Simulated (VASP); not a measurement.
Hf3SnS8: single point with PBE

Crystal: Hf3SnS8.

```xyz
12
Lattice="3.6676 0.0000 0.0000 -1.8338 3.1762 0.0000 0.0000 0.0000 26.7560" Properties=species:S:1:pos:R:3 pbc="T T T"
Hf    0.0000    2.1175    8.3413
Hf    0.0000    2.1175   21.7750
Hf    1.8338    1.0587    1.6813
Sn    1.8338    1.0587   15.0263
S     1.8338    1.0587    9.7797
S     1.8338    1.0587   23.2133
S     0.0000    2.1175    3.1198
S     0.0000    2.1175   16.5161
S     0.0000    0.0000    0.2422
S     0.0000    0.0000   13.5359
S     0.0000    0.0000    6.9023
S     0.0000    0.0000   20.3359
```

- Program: VASP 6.6.1
- Task: single point
- Functional: PBE
- Potentials or basis: VASP PAW PBE potentials, release 64 (Hf_pv, Sn_d, S)
- Cutoff: 520 eV
- k mesh: 6 × 6 × 1
- Occupations: gaussian, width 0.1 eV
- Spin: no spin polarisation

```json
{"Pressure": "-0.4 GPa", "Largest force": "0.076 eV/Å", "Band gap on the k mesh": "1.22 eV (least direct gap 1.80 eV)"}
```

Forces on the atoms (eV/Å):
```
Hf   0.000  0.000 -0.004
Hf   0.000  0.000 -0.003
Hf   0.000  0.000 -0.003
Sn   0.000  0.000 -0.003
S    0.000  0.000 -0.072
S    0.000  0.000 -0.072
S    0.000  0.000 -0.073
S    0.000  0.000 -0.016
S    0.000  0.000  0.076
S    0.000  0.000  0.020
S    0.000  0.000  0.076
S    0.000  0.000  0.075
```

Stress tensor (GPa, compression positive):
```
-0.45  0.00  0.00
 0.00 -0.45  0.00
 0.00  0.00 -0.28
```

Levels at points of the mesh, in eV from the valence-band top:
```tsv
k point	band 44	band 45	band 46	band 47	band 48	band 49
(0.00, 0.00, 0.00)	-0.01	0.00	0.00	2.08	2.08	2.08
(0.50, 0.00, 0.00)	-1.03	-0.82	-0.57	1.22	1.35	1.36
```

It took 2.3 min on 1 thread of Intel(R) Xeon(R) 6975P-C (Granite Rapids), on a shared host, peak memory 0.45 GiB.

Caveat: spin-orbit coupling is left out, which moves the levels of the heavy elements; this functional lacks dispersion, which binds layers or chains, so the pressure and a relaxed spacing across them are unreliable. A k mesh can miss the band edges.
